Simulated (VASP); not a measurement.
# Na3TlCl4 (Im-3m) in VASP: single point with PBE

Aim: the single point of Na3TlCl4 with PBE.

Program: VASP 6.6.1. These are calculated values, not measurements. Logs are shortened: lines on timing, memory, paths and dates and some standing lists are left out, and cuts for length are marked.

## Step 1: The cell of the first run

It takes space group Im-3m (No. 229, cubic). The conventional cell has a = 7.305 Å, b = 7.305 Å, c = 7.305 Å, α = 90.00°, β = 90.00°, γ = 90.00°. Within 4.2 Å of Na (site symmetry 4/mmm) lie 8 Cl at 3.16 Å and 4 Na at 3.65 Å and 2 Tl at 3.65 Å. Tl (site symmetry m-3m) has 8 Cl at 3.16 Å and 6 Na at 3.65 Å within 4.2 Å. Cl (site symmetry -3m) has 6 Na at 3.16 Å and 2 Tl at 3.16 Å and 6 Cl at 3.65 Å within 4.2 Å.

## Step 2: Single point, PBE

File INCAR:

```
SYSTEM = Na3TlCl4
PREC = Accurate
ENCUT = 520
EDIFF = 1E-6
ISMEAR = 0
SIGMA = 0.02
LREAL = .FALSE.
LASPH = .TRUE.
NELM = 60
ALGO = Normal
ISIF = 2
LWAVE = .FALSE.
LCHARG = .TRUE.
GGA = PE
LELF = .TRUE.
LVHAR = .TRUE.
NBANDS = 41
```

File KPOINTS:

```
Automatic mesh
0
G
  6 6 6
  0 0 0
```

File POSCAR:

```
Na3TlCl4
1.0
   -3.6524337232      3.6524337232      3.6524337232
    3.6524337232     -3.6524337232      3.6524337232
    3.6524337232      3.6524337232     -3.6524337232
Na Tl Cl
3 1 4
Direct
    0.5000000000      0.5000000000      0.0000000000
    0.5000000000      0.0000000000      0.5000000000
    0.0000000000      0.5000000000      0.5000000000
    0.0000000000      0.0000000000      0.0000000000
    0.5000000000      0.5000000000      0.5000000000
    0.0000000000      0.0000000000      0.5000000000
    0.0000000000      0.5000000000      0.0000000000
    0.5000000000      0.0000000000      0.0000000000
```

Potentials or basis: VASP PAW PBE potentials, release 64 (Na_pv, Tl_d, Cl).

Launch:

```
> cat potpaw_PBE.64/Na_pv/POTCAR potpaw_PBE.64/Tl_d/POTCAR potpaw_PBE.64/Cl/POTCAR > POTCAR
> mpirun -np 1 vasp_std > vasp.out
```

OUTCAR:

```text
SYSTEM = Na3TlCl4
   PREC = Accurate
   ENCUT = 520
   EDIFF = 1E-6
   ISMEAR = 0
   LREAL = .FALSE.
   LASPH = .TRUE.
   NELM = 60
   ISIF = 2
   GGA = PE

 ion  position               nearest neighbor table
   1  0.500  0.500  0.000-
   2  0.500  0.000  0.500-
   3  0.000  0.500  0.500-
   4  0.000  0.000  0.000-   5 3.16   6 3.16   7 3.16   8 3.16   6 3.16   7 3.16   8 3.16   5 3.16

   5  0.500  0.500  0.500-   4 3.16   4 3.16
   6  0.000  0.000  0.500-   4 3.16   4 3.16
   7  0.000  0.500  0.000-   4 3.16   4 3.16
   8  0.500  0.000  0.000-   4 3.16   4 3.16

  LATTYP: Found a body centered cubic cell.
 ALAT       =     7.3048674464

  Lattice vectors:

 A1 = (  -3.6524337232,   3.6524337232,   3.6524337232)
 A2 = (   3.6524337232,  -3.6524337232,   3.6524337232)
 A3 = (   3.6524337232,   3.6524337232,  -3.6524337232)

Analysis of symmetry for initial positions (statically):
=====================================================================
 Subroutine PRICEL returns:
 Original cell was already a primitive cell.

 Routine SETGRP: Setting up the symmetry group for a
 body centered cubic supercell.

 Subroutine GETGRP returns: Found 48 space group operations
 (whereof 48 operations were pure point group operations)
 out of a pool of 48 trial point group operations.

The static configuration has the point symmetry O_h .

Analysis of symmetry for dynamics (positions and initial velocities):
=====================================================================
 Subroutine PRICEL returns:
 Original cell was already a primitive cell.

 Routine SETGRP: Setting up the symmetry group for a
 body centered cubic supercell.

 Subroutine GETGRP returns: Found 48 space group operations
 (whereof 48 operations were pure point group operations)
 out of a pool of 48 trial point group operations.

The dynamic configuration has the point symmetry O_h .

 Subroutine INISYM returns: Found 48 space group operations
 (whereof 48 operations are pure point group operations),
 and found     1 'primitive' translations

----------------------------------------------------------------------------------------

                                     Primitive cell

  volume of cell :     194.8978

  direct lattice vectors                    reciprocal lattice vectors
    -3.652433723  3.652433723  3.652433723     0.000000000  0.136895023  0.136895023
     3.652433723 -3.652433723  3.652433723     0.136895023  0.000000000  0.136895023
     3.652433723  3.652433723 -3.652433723     0.136895023  0.136895023  0.000000000

  length of vectors
     6.326200780  6.326200780  6.326200780     0.193598799  0.193598799  0.193598799

  position of ions in fractional coordinates (direct lattice)
     0.500000000  0.500000000  0.000000000
     0.500000000  0.000000000  0.500000000
     0.000000000  0.500000000  0.500000000
     0.000000000  0.000000000  0.000000000
     0.500000000  0.500000000  0.500000000
     0.000000000  0.000000000  0.500000000
     0.000000000  0.500000000  0.000000000
     0.500000000  0.000000000  0.000000000

  ion indices of the primitive-cell ions
   primitive index   ion index
                 1           1
                 2           2
                 3           3
                 4           4
                 5           5
                 6           6
                 7           7
                 8           8

----------------------------------------------------------------------------------------

 KPOINTS: Automatic mesh

Automatic generation of k-mesh.
 Grid dimensions read from file:
 generate k-points for:    6    6    6

 Generating k-lattice:

  Cartesian coordinates                     Fractional coordinates (reciprocal lattice)
     0.000000000  0.022815837  0.022815837     0.166666667  0.000000000  0.000000000
     0.022815837  0.000000000  0.022815837     0.000000000  0.166666667  0.000000000
     0.022815837  0.022815837  0.000000000     0.000000000  0.000000000  0.166666667

  Length of vectors
     0.032266466  0.032266466  0.032266466

  Shift w.r.t. Gamma in fractional coordinates (k-lattice)
     0.000000000  0.000000000  0.000000000

 Subroutine IBZKPT returns following result:
 ===========================================

 Found     16 irreducible k-points:

 Following reciprocal coordinates:
            Coordinates               Weight
  0.000000  0.000000  0.000000      1.000000
  0.166667  0.000000  0.000000     12.000000
  0.333333  0.000000  0.000000     12.000000
  0.500000  0.000000  0.000000      6.000000
  0.166667  0.166667  0.000000     24.000000
  0.333333  0.166667 -0.000000     48.000000
[... 8 lines left out ...]
  0.500000  0.500000  0.333333     12.000000
  0.500000  0.500000  0.500000      1.000000
   k-points           NKPTS =     16   k-points in BZ     NKDIM =     16   number of bands    NBANDS=     41
   number of dos      NEDOS =    301   number of ions     NIONS =      8
   total plane-waves  NPLWV = 110592
   dimension x,y,z NGX =    48 NGY =   48 NGZ =   48
   dimension x,y,z NGXF=    96 NGYF=   96 NGZF=   96
   ions per type =               3   1   4
   NGX,Y,Z   is equivalent  to a cutoff of  12.61, 12.61, 12.61 a.u.
   NGXF,Y,Z  is equivalent  to a cutoff of  25.23, 25.23, 25.23 a.u.
 SYSTEM =  Na3TlCl4
   PREC   = accura    normal or accurate (medium, high low for compatibility)
   ISTART =      0    job   : 0-new  1-cont  2-samecut
   ICHARG =      2    charge: 1-file 2-atom 10-const
   ISPIN  =      1    spin polarized calculation?
   LNONCOLLINEAR =      F non collinear calculations
   LSORBIT =      F    spin-orbit coupling
   LASPH  =      T    aspherical Exc in radial PAW
   ENCUT  =  520.0 eV  38.22 Ry    6.18 a.u.  11.76 11.76 11.76*2*pi/ulx,y,z
   NELM   =     60;   NELMIN=  2; NELMDL= -5     # of ELM steps
   EDIFF  = 0.1E-05   stopping-criterion for ELM
   LREAL  =      F    real-space projection
   EDIFFG = 0.1E-04   stopping-criterion for IOM
   NSW    =      0    number of steps for IOM
   IBRION =     -1    ionic relax: 0-MD 1-quasi-New 2-CG
   NFREE  =      0    steps in history (QN), initial steepest desc. (CG)
   ISIF   =      2    stress and relaxation
   ISYM   =      2    0-nonsym 1-usesym 2-fastsym
   POTIM  = 0.5000    time-step for ionic-motion
   TEBEG  =    0.0;   TEEND  =   0.0 temperature during run
   PSTRESS=    0.0 pullay stress
   NELECT =      62.0000    total number of electrons
   NUPDOWN=      -1.0000    fix difference up-down
   EMIN   =  10.00;   EMAX   =-10.00  energy-range for DOS
   EFERMI =   0.00;   METHOD = LEGACY
   ISMEAR =     0;   SIGMA  =   0.02  broadening in eV -4-tet -1-fermi 0-gaus
   EFERMI_NEDOS =   21; number of points for ismear=-14 and -15
   IALGO  =     38    algorithm
   IMIX   =      4    mixing-type and parameters
     AMIX     =   0.40;   BMIX     =  1.00
     AMIX_MAG =   1.60;   BMIX_MAG =  1.00
  volume/ion in A,a.u.               =      24.36       164.40
  Fermi-wavevector in a.u.,A,eV,Ry     =   1.117557  2.111877 16.992777  1.248934
  Thomas-Fermi vector in A             =   2.254181
   LORBIT       =      0    0 simple, 1 ext, 2 COOP (PROOUT), +10 PAW based schemes
   GGA     = PE    functional components
   LHFCALC =     F    Hartree Fock is set to
   AEXX    =    0.0000 exact exchange contribution
   IVDW    =     0    specifies the selected vdW correction
   LEPSILON=     F    determine dielectric tensor
   LRPA    =     F    only Hartree local field effects (RPA)
 non-spin polarized calculation
 Gauss-broadening in eV      SIGMA  =   0.02
  energy-cutoff  :      520.00
  volume of cell :      194.90
 maximum number of plane-waves:      5281
   NGX = 23   NGY = 23   NGZ = 23

 number of electron      62.0000042 magnetization

 Free energy of the ion-electron system (eV)
  ---------------------------------------------------
  ext. energy  EPLUGINS =         0.00000000
  ---------------------------------------------------
  free energy    TOTEN  =       -25.11028037 eV

  energy without entropy =      -25.11028037  energy(sigma->0) =      -25.11028037

 E-fermi :   1.8816     XC(G=0):  -8.3971

 val. band max:        1.7720797844   @ k =   0.5000   0.5000   0.5000
 cond. band min:       4.5980316678   @ k =   0.0000   0.0000   0.0000
 fundamental gap:      2.8259518833
 Fermi energy:         1.8815501174

 k-point     1 :       0.0000    0.0000    0.0000
  band No.  band energies     occupation
      1     -21.7990      2.00000
      2     -21.7990      2.00000
      3     -21.7990      2.00000
      4     -21.7848      2.00000
      5     -21.7848      2.00000
      6     -21.7848      2.00000
[... 33 lines left out ...]
     40      10.1145      0.00000
     41      10.1145      0.00000

 k-point     2 :       0.1667    0.0000    0.0000
  band No.  band energies     occupation
      1     -21.7991      2.00000
      2     -21.7976      2.00000
      3     -21.7975      2.00000
      4     -21.7850      2.00000
      5     -21.7848      2.00000
      6     -21.7847      2.00000
[... 33 lines left out ...]
     40       9.6211      0.00000
     41       9.6580      0.00000

 k-point     3 :       0.3333    0.0000    0.0000
  band No.  band energies     occupation
      1     -21.7992      2.00000
      2     -21.7939      2.00000
      3     -21.7934      2.00000
      4     -21.7857      2.00000
      5     -21.7849      2.00000
      6     -21.7847      2.00000
[... 33 lines left out ...]
     40       9.5231      0.00000
     41       9.5593      0.00000

 k-point     4 :       0.5000    0.0000    0.0000
  band No.  band energies     occupation
      1     -21.7993      2.00000
      2     -21.7893      2.00000
      3     -21.7884      2.00000
      4     -21.7882      2.00000
      5     -21.7880      2.00000
      6     -21.7847      2.00000
[... 473 lines left out ...]
     40       9.9234      0.00000
     41      10.1394      0.00000

 k-point    15 :       0.5000    0.5000    0.3333
  band No.  band energies     occupation
      1     -21.7999      2.00000
      2     -21.7986      2.00000
      3     -21.7985      2.00000
      4     -21.7845      2.00000
      5     -21.7844      2.00000
      6     -21.7843      2.00000
[... 33 lines left out ...]
     40      10.1436      0.00000
     41      10.2837      0.00000

 k-point    16 :       0.5000    0.5000    0.5000
  band No.  band energies     occupation
      1     -21.8001      2.00000
      2     -21.8001      2.00000
      3     -21.8001      2.00000
      4     -21.7844      2.00000
      5     -21.7844      2.00000
      6     -21.7844      2.00000
[... 33 lines left out ...]
     40      10.1159      0.00000
     41      10.7543      0.00000

------------------------ aborting loop because EDIFF is reached ----------------------------------------

  FORCE on cell =-STRESS in cart. coord.  units (eV):
  Direction    XX          YY          ZZ          XY          YZ          ZX
  --------------------------------------------------------------------------------------
  -------------------------------------------------------------------------------------
  Total       -0.0699271     -0.0699271     -0.0699271      0.0000000     -0.0000000     -0.0000000
  in kB       -0.5748425     -0.5748425     -0.5748425      0.0000000     -0.0000000     -0.0000000
  external PRESSURE =      -0.5748425 kB  Pullay stress =       0.0000000 kB

 VOLUME and BASIS-vectors are now :
 -----------------------------------------------------------------------------
  energy-cutoff  :      520.00
  volume of cell :      194.90
      direct lattice vectors                 reciprocal lattice vectors
    -3.652433723  3.652433723  3.652433723     0.000000000  0.136895023  0.136895023
     3.652433723 -3.652433723  3.652433723     0.136895023  0.000000000  0.136895023
     3.652433723  3.652433723 -3.652433723     0.136895023  0.136895023  0.000000000

 POSITION                                       TOTAL-FORCE (eV/Angst)
 -----------------------------------------------------------------------------------
      0.00000      0.00000      3.65243         0.000000     -0.000000      0.000000
      0.00000      3.65243      0.00000         0.000000      0.000000      0.000000
      3.65243      0.00000      0.00000        -0.000000     -0.000000      0.000000
      0.00000      0.00000      0.00000         0.000000     -0.000000      0.000000
      1.82622      1.82622      1.82622        -0.000000      0.000000     -0.000000
      1.82622      1.82622     -1.82622        -0.000000      0.000000     -0.000000
      1.82622     -1.82622      1.82622         0.000000      0.000000     -0.000000
     -1.82622      1.82622      1.82622        -0.000000     -0.000000      0.000000
 -----------------------------------------------------------------------------------
    total drift:                                0.000000      0.000000      0.000000

  FREE ENERGIE OF THE ION-ELECTRON SYSTEM (eV)
  ---------------------------------------------------
  free  energy   TOTEN  =       -25.1102803714 eV

  energy  without entropy=      -25.1102803714  energy(sigma->0) =      -25.11028037
```

Wall time 74 s (1 thread of Intel Xeon Platinum 8488C (Sapphire Rapids), shared host); peak memory 0.37 GiB.

Results:

```
Free energy            : -25.1103 eV
Pressure               : -0.1 GPa
Band gap on the k mesh : 2.83 eV (least direct gap 3.22 eV)
```

Caveat: spin-orbit coupling is left out, which moves the levels of the heavy elements. A k mesh can miss the band edges.
